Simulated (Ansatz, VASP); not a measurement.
# One calculation of Zn, two programs

Contents of INCAR:

```
SYSTEM = Zn
ALGO = Normal
EDIFF = 1E-6
ENCUT = 520
GGA = PS
ISIF = 2
ISMEAR = -1
LASPH = .TRUE.
LCHARG = .TRUE.
LELF = .TRUE.
LREAL = .FALSE.
LVHAR = .TRUE.
LWAVE = .FALSE.
NBANDS = 12
NELM = 60
PREC = Accurate
SIGMA = 0.05
```

Contents of KPOINTS:

```
k-points
0
G
  10 10 10
  0 0 0
```

The input POSCAR:

```
Zn
1.0
    0.0000000000      1.9647760000      2.0433670400
    1.9647760000      0.0000000000      2.0433670400
    1.9647760000      1.9647760000      0.0000000000
Zn
1
Direct
    0.0000000000      0.0000000000      0.0000000000
```

The input input.yaml:

```yaml
crystal:
  lattice:
    - [0.0, 1.964776, 2.04336704]
    - [1.964776, 0.0, 2.04336704]
    - [1.964776, 1.964776, 0.0]
  atoms:
    - { symbol: Zn, position: [0.0, 0.0, 0.0] }
hamiltonian:
  xc: pbesol
  pseudopotentials: { kind: paw }
kpoints:
  mp_grid: { grid: [10, 10, 10] }
  band_path:
    path:
      - [[0.0, 0.0, 0.0], [-0.5, 0.0, -0.5], [-0.5, -0.2311390533, -0.7311390533], [-0.3655695266, -0.3655695266, -0.7311390533], [0.0, 0.0, 0.0], [0.5, 0.5, 0.0], [0.3655695266, 0.3655695266, -0.2688609467], [0.0, 0.0, -0.5], [-0.25, 0.25, -0.5], [0.2311390533, 0.5, -0.2688609467], [0.5, 0.5, 0.0]]
      - [[-0.5, 0.0, -0.5], [-0.25, 0.25, -0.5]]
    npoints: 14
scf:
  occupations: { method: fermi_dirac, width: 0.05 }
  n_extra_bands: 6
output:
  forces: true
  stress: true
  eigenvalues: true
  fatbands: false
```

Alike in both runs: functional PBEsol; k mesh 10 × 10 × 10; occupations fermi-dirac, width 0.05 eV; no spin polarisation.

|  | VASP | Ansatz |
| --- | --- | --- |
| version | VASP 6.6.1 | Ansatz 0.2.0 |
| potentials or method | VASP PAW PBE potentials, release 64 (Zn) | Ansatz PAW |
| plane-wave cutoff (eV) | 520 | 420 |
| valence electrons in the cell | 12 | 12 |
| task | single point | band structure |

```tsv
	VASP	Ansatz	Ansatz less VASP
gap on the k mesh at the Fermi level (eV)	none	none	-
pressure (GPa)	-6.9	-7.3	-0.36
traceless stress, the component that is largest in VASP (GPa)	-0.77	-0.74	+0.025
```

VASP's potentials were made for PBE, not for PBEsol. A gap of «none» marks a metal or a gap that the smearing closes.
